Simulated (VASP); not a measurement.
**TiSi: single point with PBEsol**

The system is TiSi.

```
Ti Si
1.0
     0.00000   -3.07990    3.07990
     3.07990   -3.07990    0.00000
     3.07990    0.00000    3.07990
Ti Si
2 2
Direct
  0.00000 0.00000 0.00000
  0.50000 0.50000 0.50000
  0.25000 0.25000 0.25000
  0.75000 0.75000 0.75000
```

```yaml
Program: VASP 6.6.1
Task: single point
Functional: PBEsol
Potentials_or_basis: VASP PAW PBE potentials, release 64 (Ti_sv, Si)
Cutoff: 520 eV
k_mesh: 12 × 12 × 12
Occupations: gaussian, width 0.1 eV
Spin: no spin polarisation
```

```
Pressure               : 0.1 GPa
Band gap on the k mesh : zero (band 16 reaches 12.09 eV, above the bottom of band 17 at 9.63 eV)
```

Levels at points of the mesh, in eV from the Fermi level:
| k point | band 12 | band 13 | band 14 | band 15 | band 16 | band 17 | band 18 | band 19 | band 20 | band 21 |
| --- | --- | --- | --- | --- | --- | --- | --- | --- | --- | --- |
| (0.00, 0.00, 0.00) | -4.37 | -3.40 | -1.63 | -1.63 | 2.09 | 2.09 | 2.09 | 2.60 | 2.60 | 2.60 |
| (0.50, 0.00, 0.00) | -2.76 | -2.76 | -2.76 | -1.15 | -1.15 | 0.59 | 0.59 | 0.59 | 0.59 | 3.58 |
| (0.50, 0.50, 0.00) | -3.46 | -3.46 | -1.58 | -0.52 | -0.37 | -0.37 | 0.77 | 0.77 | 2.37 | 3.24 |

Run time: 63 s on 1 thread of Intel(R) Xeon(R) Platinum 8259CL CPU @ 2.50GHz (Skylake/Cascade Lake), on a shared host, peak memory 0.23 GiB.

Caveat: the PAW data sets were made with another functional, which shifts forces and pressure a little.
